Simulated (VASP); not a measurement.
# Lu (Im-3m) in VASP: notebook, part 2 of 3

VASP 6.6.1.

### 3 Single point, LDA

This run uses another cell than the first one, of 22.42 Å³/atom, 1.113 times its volume.

Contents of INCAR:

```
SYSTEM = Lu
ALGO = Normal
EDIFF = 1E-6
ENCUT = 520
GGA = CA
ISIF = 2
ISMEAR = -1
LASPH = .TRUE.
LCHARG = .TRUE.
LELF = .TRUE.
LREAL = .FALSE.
LVHAR = .TRUE.
LWAVE = .FALSE.
NBANDS = 18
NELM = 80
PREC = Accurate
SIGMA = 0.1
```

Contents of KPOINTS:

```
k-points
0
G
  17 17 17
  0 0 0
```

Contents of POSCAR:

```
Lu
1.0
    1.7764485658      1.7764485658      1.7764485658
   -1.7764485658      1.7764485658      1.7764485658
   -1.7764485658     -1.7764485658      1.7764485658
Lu
1
Direct
    0.0000000000      0.0000000000      0.0000000000
```

Potentials or basis: VASP PAW PBE potentials, release 64 (Lu).

On the command line:

```console
cat potpaw_PBE.64/Lu/POTCAR > POTCAR
mpirun -np 1 vasp_std > vasp.out
```

OUTCAR:

```text
SYSTEM = Lu
   EDIFF = 1E-6
   ENCUT = 520
   GGA = CA
   ISIF = 2
   ISMEAR = -1
   LASPH = .TRUE.
   LREAL = .FALSE.
   NELM = 80
   PREC = Accurate

 ion  position               nearest neighbor table
   1  0.000  0.000  0.000-

  LATTYP: Found a body centered cubic cell.
 ALAT       =     3.5528971316

  Lattice vectors:

 A1 = (   1.7764485658,  -1.7764485658,  -1.7764485658)
 A2 = (   1.7764485658,   1.7764485658,   1.7764485658)
 A3 = (  -1.7764485658,  -1.7764485658,   1.7764485658)

Analysis of symmetry for initial positions (statically):
=====================================================================
 Subroutine PRICEL returns:
 Original cell was already a primitive cell.

 Routine SETGRP: Setting up the symmetry group for a
 body centered cubic supercell.

 Subroutine GETGRP returns: Found 48 space group operations
 (whereof 48 operations were pure point group operations)
 out of a pool of 48 trial point group operations.

The static configuration has the point symmetry O_h .

Analysis of symmetry for dynamics (positions and initial velocities):
=====================================================================
 Subroutine PRICEL returns:
 Original cell was already a primitive cell.

 Routine SETGRP: Setting up the symmetry group for a
 body centered cubic supercell.

 Subroutine GETGRP returns: Found 48 space group operations
 (whereof 48 operations were pure point group operations)
 out of a pool of 48 trial point group operations.

The dynamic configuration has the point symmetry O_h .

 Subroutine INISYM returns: Found 48 space group operations
 (whereof 48 operations are pure point group operations),
 and found     1 'primitive' translations

----------------------------------------------------------------------------------------

                                     Primitive cell

  volume of cell :      22.4242

  direct lattice vectors                    reciprocal lattice vectors
     1.776448566  1.776448566  1.776448566     0.281460443  0.000000000  0.281460443
    -1.776448566  1.776448566  1.776448566    -0.281460443  0.281460443  0.000000000
    -1.776448566 -1.776448566  1.776448566     0.000000000 -0.281460443  0.281460443

  length of vectors
     3.076899173  3.076899173  3.076899173     0.398045176  0.398045176  0.398045176

  position of ions in fractional coordinates (direct lattice)
     0.000000000  0.000000000  0.000000000

  ion indices of the primitive-cell ions
   primitive index   ion index
                 1           1

----------------------------------------------------------------------------------------

 KPOINTS: k-points

Automatic generation of k-mesh.
 Grid dimensions read from file:
 generate k-points for:   17   17   17

 Generating k-lattice:

  Cartesian coordinates                     Fractional coordinates (reciprocal lattice)
     0.016556497  0.000000000  0.016556497     0.058823529  0.000000000  0.000000000
    -0.016556497  0.016556497  0.000000000     0.000000000  0.058823529  0.000000000
     0.000000000 -0.016556497  0.016556497     0.000000000  0.000000000  0.058823529

  Length of vectors
     0.023414422  0.023414422  0.023414422

  Shift w.r.t. Gamma in fractional coordinates (k-lattice)
     0.000000000  0.000000000  0.000000000

 Subroutine IBZKPT returns following result:
 ===========================================

 Found    165 irreducible k-points:

 Following reciprocal coordinates:
            Coordinates               Weight
  0.000000  0.000000  0.000000      1.000000
  0.058824  0.000000  0.000000     12.000000
  0.117647  0.000000  0.000000     12.000000
  0.176471  0.000000  0.000000     12.000000
  0.235294  0.000000  0.000000     12.000000
  0.294118  0.000000  0.000000     12.000000
[... 16 lines left out ...]
 -0.470588  0.117647  0.000000     48.000000
  0.352941  0.176471 -0.000000     24.000000
 [... further k-points ...]
   k-points           NKPTS =    165   k-points in BZ     NKDIM =    165   number of bands    NBANDS=     18
   number of dos      NEDOS =    301   number of ions     NIONS =      1
   total plane-waves  NPLWV =  13824
   dimension x,y,z NGX =    24 NGY =   24 NGZ =   24
   dimension x,y,z NGXF=    48 NGYF=   48 NGZF=   48
   ions per type =               1
   NGX,Y,Z   is equivalent  to a cutoff of  12.97, 12.97, 12.97 a.u.
   NGXF,Y,Z  is equivalent  to a cutoff of  25.93, 25.93, 25.93 a.u.
 SYSTEM =  Lu
   PREC   = accura    normal or accurate (medium, high low for compatibility)
   ISTART =      0    job   : 0-new  1-cont  2-samecut
   ICHARG =      2    charge: 1-file 2-atom 10-const
   ISPIN  =      1    spin polarized calculation?
   LNONCOLLINEAR =      F non collinear calculations
   LSORBIT =      F    spin-orbit coupling
   LASPH  =      T    aspherical Exc in radial PAW
   ENCUT  =  520.0 eV  38.22 Ry    6.18 a.u.   5.72  5.72  5.72*2*pi/ulx,y,z
   NELM   =     80;   NELMIN=  2; NELMDL= -5     # of ELM steps
   EDIFF  = 0.1E-05   stopping-criterion for ELM
   LREAL  =      F    real-space projection
   EDIFFG = 0.1E-04   stopping-criterion for IOM
   NSW    =      0    number of steps for IOM
   IBRION =     -1    ionic relax: 0-MD 1-quasi-New 2-CG
   NFREE  =      0    steps in history (QN), initial steepest desc. (CG)
   ISIF   =      2    stress and relaxation
   ISYM   =      2    0-nonsym 1-usesym 2-fastsym
   POTIM  = 0.5000    time-step for ionic-motion
   TEBEG  =    0.0;   TEEND  =   0.0 temperature during run
   PSTRESS=    0.0 pullay stress
   NELECT =      25.0000    total number of electrons
   NUPDOWN=      -1.0000    fix difference up-down
   EMIN   =  10.00;   EMAX   =-10.00  energy-range for DOS
   EFERMI =   0.00;   METHOD = LEGACY
   ISMEAR =    -1;   SIGMA  =   0.10  broadening in eV -4-tet -1-fermi 0-gaus
   EFERMI_NEDOS =   21; number of points for ismear=-14 and -15
   IALGO  =     38    algorithm
   IMIX   =      4    mixing-type and parameters
     AMIX     =   0.40;   BMIX     =  1.00
     AMIX_MAG =   1.60;   BMIX_MAG =  1.00
  volume/ion in A,a.u.               =      22.42       151.33
  Fermi-wavevector in a.u.,A,eV,Ry     =   1.697522  3.207852 39.206311  2.881583
  Thomas-Fermi vector in A             =   2.778188
   LORBIT       =      0    0 simple, 1 ext, 2 COOP (PROOUT), +10 PAW based schemes
   GGA     = CA    functional components
   LHFCALC =     F    Hartree Fock is set to
   AEXX    =    0.0000 exact exchange contribution
   IVDW    =     0    specifies the selected vdW correction
   LEPSILON=     F    determine dielectric tensor
   LRPA    =     F    only Hartree local field effects (RPA)
 non-spin polarized calculation
  energy-cutoff  :      520.00
  volume of cell :       22.42
 maximum number of plane-waves:       620
   NGX = 11   NGY = 11   NGZ = 11

 number of electron      25.0000014 magnetization

 Free energy of the ion-electron system (eV)
  ---------------------------------------------------
  ext. energy  EPLUGINS =         0.00000000
  ---------------------------------------------------
  free energy    TOTEN  =        -4.94799419 eV

  energy without entropy =       -4.88773183  energy(sigma->0) =       -4.91786301

 E-fermi :   3.1451     XC(G=0): -12.3553

 val. band max:        3.1316349560   @ k =   0.2353  -0.3529   0.1765
 cond. band min:       3.1505759318   @ k =  -0.4706   0.0588   0.0000
 fundamental gap:      0.0189409757
 Fermi energy:         3.1451254730

 k-point     1 :       0.0000    0.0000    0.0000
  band No.  band energies     occupation
      1     -52.4602      2.00000
      2     -22.7935      2.00000
      3     -22.7935      2.00000
      4     -22.7935      2.00000
      5      -3.5772      2.00000
      6      -1.7321      2.00000
[... 10 lines left out ...]
     17       8.3580      0.00000
     18      16.3838      0.00000

 k-point     2 :       0.0588    0.0000    0.0000
  band No.  band energies     occupation
      1     -52.4566      2.00000
      2     -22.8375      2.00000
      3     -22.8065      2.00000
      4     -22.7939      2.00000
      5      -3.4375      2.00000
      6      -1.7304      2.00000
[... 10 lines left out ...]
     17       8.3550      0.00000
     18      16.5307      0.00000
[... 442 lines left out ...]
 k-point    24 :       0.3529    0.1765   -0.0000
  band No.  band energies     occupation
      1     -52.3872      2.00000
      2     -23.5571      2.00000
      3     -23.0434      2.00000
      4     -22.8728      2.00000
      5      -1.6995      2.00000
      6      -1.6730      2.00000
[... 10 lines left out ...]
     17       9.2130      0.00000
     18      16.4148      0.00000

 [... further k-points ...]
[... 5 lines left out ...]
  --------------------------------------------------------------------------------------
  -------------------------------------------------------------------------------------
  Total        1.4496000      1.4496000      1.4496000      0.0000000      0.0000000     -0.0000000
  in kB      103.5716421    103.5716421    103.5716421      0.0000000      0.0000000     -0.0000000
  external PRESSURE =     103.5716421 kB  Pullay stress =       0.0000000 kB

 VOLUME and BASIS-vectors are now :
 -----------------------------------------------------------------------------
  energy-cutoff  :      520.00
  volume of cell :       22.42
      direct lattice vectors                 reciprocal lattice vectors
     1.776448566  1.776448566  1.776448566     0.281460443  0.000000000  0.281460443
    -1.776448566  1.776448566  1.776448566    -0.281460443  0.281460443  0.000000000
    -1.776448566 -1.776448566  1.776448566     0.000000000 -0.281460443  0.281460443

 POSITION                                       TOTAL-FORCE (eV/Angst)
 -----------------------------------------------------------------------------------
      0.00000      0.00000      0.00000         0.000000      0.000000      0.000000
 -----------------------------------------------------------------------------------
    total drift:                                0.000000     -0.000000      0.000000

  FREE ENERGIE OF THE ION-ELECTRON SYSTEM (eV)
  ---------------------------------------------------
  free  energy   TOTEN  =        -4.9479941909 eV

  energy  without entropy=       -4.8877318347  energy(sigma->0) =       -4.91786301
```

OSZICAR:

```text
N       E                     dE             d eps       ncg     rms          rms(c)
DAV:   1     0.745310906715E+02    0.74531E+02   -0.10016E+04  7390   0.462E+03
DAV:   2     0.428604773715E+00   -0.74102E+02   -0.72326E+02  6108   0.353E+02
DAV:   3    -0.498147141790E+01   -0.54101E+01   -0.53584E+01  6644   0.729E+01
DAV:   4    -0.515993737911E+01   -0.17847E+00   -0.17774E+00  8050   0.113E+01
DAV:   5    -0.516426344298E+01   -0.43261E-02   -0.43233E-02  6990   0.150E+00    0.387E+00
DAV:   6    -0.496593550106E+01    0.19833E+00   -0.84104E-01  9712   0.223E+01    0.134E+00
DAV:   7    -0.495039214679E+01    0.15543E-01   -0.38097E-02  8440   0.240E+00    0.459E-01
DAV:   8    -0.494772433041E+01    0.26678E-02   -0.76850E-03  9570   0.666E-01    0.101E-01
DAV:   9    -0.494801523513E+01   -0.29090E-03   -0.11739E-03  8740   0.248E-01    0.269E-02
DAV:  10    -0.494799493608E+01    0.20299E-04   -0.11524E-04  9182   0.155E-01    0.694E-03
DAV:  11    -0.494799419090E+01    0.74518E-06   -0.64142E-06  8202   0.316E-02
   1 F= -.49479942E+01 E0= -.49178630E+01  d E =-.602624E-01
```

stdout:

```text
POSCAR found type information on POSCAR Lu
 POSCAR found :  1 types and       1 ions
 scaLAPACK will be used
 -----------------------------------------------------------------------------
|                                                                             |
|                                                                             |
|     You enforced a specific xc type in the INCAR file but a different       |
|     I HOPE YOU KNOW WHAT YOU ARE DOING!                                     |
|                                                                             |
 -----------------------------------------------------------------------------

 LDA part: xc-table for (Slater(with rela. corr.)+CA(PZ))
 , standard interpolation
 POSCAR, INCAR and KPOINTS ok, starting setup
 FFT: planning ... GRIDC
 FFT: planning ... GRID_SOFT
 FFT: planning ... GRID
 WAVECAR not read
 entering main loop
```

Run time: 29 s. Hardware: 1 thread of AMD EPYC 9R45 (Zen 5), shared host; peak memory 0.16 GiB.

What came out:

| Property | Result |
| --- | --- |
| Free energy | -4.9480 eV |
| Pressure | 10.4 GPa |

Levels at points of the mesh, in eV from the Fermi level:
```tsv
k point	band 9	band 10	band 11	band 12	band 13	band 14	band 15	band 16
(0.00, 0.00, 0.00)	-4.69	-4.69	-4.69	-4.65	2.28	2.28	2.28	5.21
```

Caveat: the PAW data sets were made with another functional, which shifts forces and pressure a little; spin-orbit coupling is left out, which moves the levels of the heavy elements.

### 4 Single point, LDA

This run uses another cell than the first one, of 24.05 Å³/atom, 1.193 times its volume.

Contents of INCAR:

```
SYSTEM = Lu
PREC     = Accurate       ! precision mode
ENCUT    = 520            ! plane-wave cutoff, eV
EDIFF    = 1E-6           ! SCF threshold, eV
ISMEAR   = -1             ! smearing method
SIGMA    = 0.1            ! smearing width, eV
LREAL    = .FALSE.        ! projectors in reciprocal space
LASPH    = .TRUE.         ! aspherical terms in the spheres
NELM     = 80             ! most SCF steps
ALGO     = Normal         ! electronic algorithm
ISIF     = 2              ! what is computed and relaxed
LWAVE    = .FALSE.        ! write WAVECAR
LCHARG   = .FALSE.        ! write CHGCAR
GGA      = CA             ! functional
NBANDS   = 18             ! bands
```

Contents of KPOINTS:

```
regular mesh
0
G
  17 17 17
  0 0 0
```

Contents of POSCAR:

```
Lu
1.0
    1.8182607899      1.8182607899      1.8182607899
   -1.8182607899      1.8182607899      1.8182607899
   -1.8182607899     -1.8182607899      1.8182607899
Lu
1
Direct
    0.0000000000      0.0000000000      0.0000000000
```

On the command line:

```console
cat potpaw_PBE.64/Lu/POTCAR > POTCAR
mpirun -np 1 vasp_std > vasp.out
```

Run time: 27 s. Hardware: 1 thread of AMD EPYC 9R45 (Zen 5), shared host; peak memory 0.16 GiB.

Results (log left out):

| Quantity | Value |
| --- | --- |
| Free energy | -5.0276 eV |
| Pressure | 5.4 GPa |

Levels at points of the mesh, in eV from the Fermi level:
```csv
k point,band 10,band 11,band 12,band 13,band 14,band 15
"(0.00, 0.00, 0.00)",-4.80,-4.80,-4.76,2.20,2.20,2.20
```

Caveat: the PAW data sets were made with another functional, which shifts forces and pressure a little; spin-orbit coupling is left out, which moves the levels of the heavy elements.

(Continued in part 3 of 3.)
